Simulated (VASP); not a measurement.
A run of VASP 6.6.1 is set up as follows.

The input INCAR:

```
PREC     = Accurate       # precision mode
ENCUT    = 520            # plane-wave cutoff, eV
EDIFF    = 1E-6           # SCF threshold, eV
ISMEAR   = -1             # smearing method
SIGMA    = 0.1            # smearing width, eV
LREAL    = False          # projectors in reciprocal space
LASPH    = True           # aspherical terms in the spheres
NELM     = 60             # most SCF steps
ALGO     = Normal         # electronic algorithm
ISIF     = 2              # what is computed and relaxed
LWAVE    = False          # write WAVECAR
LCHARG   = False          # write CHGCAR
GGA      = CA             # functional
NBANDS   = 12             # bands
```

Contents of KPOINTS:

```
regular mesh
0
Gamma
  15 15 14
```

POSCAR

```
Zr
1.0
    2.8340573089      0.0000000000      0.0000000000
   -1.4170286545      2.4543656252      0.0000000000
    0.0000000000      0.0000000000      2.7919984598
Zr
1
Direct
    0.0000000000      0.0000000000      0.0000000000
```

Potentials or basis: VASP PAW LDA potentials, release 64 (Zr_sv).

Launch:

```console
$ cat potpaw_LDA.64/Zr_sv/POTCAR > POTCAR
$ mpirun -np 1 vasp_std > vasp.out
```

Problem. What does it give for the pressure?

Solution. 15.2 GPa.

Problem. Estimate the band gap on the k mesh.

Solution. Zero (band 6 reaches 11.31 eV, above the bottom of band 7 at 10.15 eV).
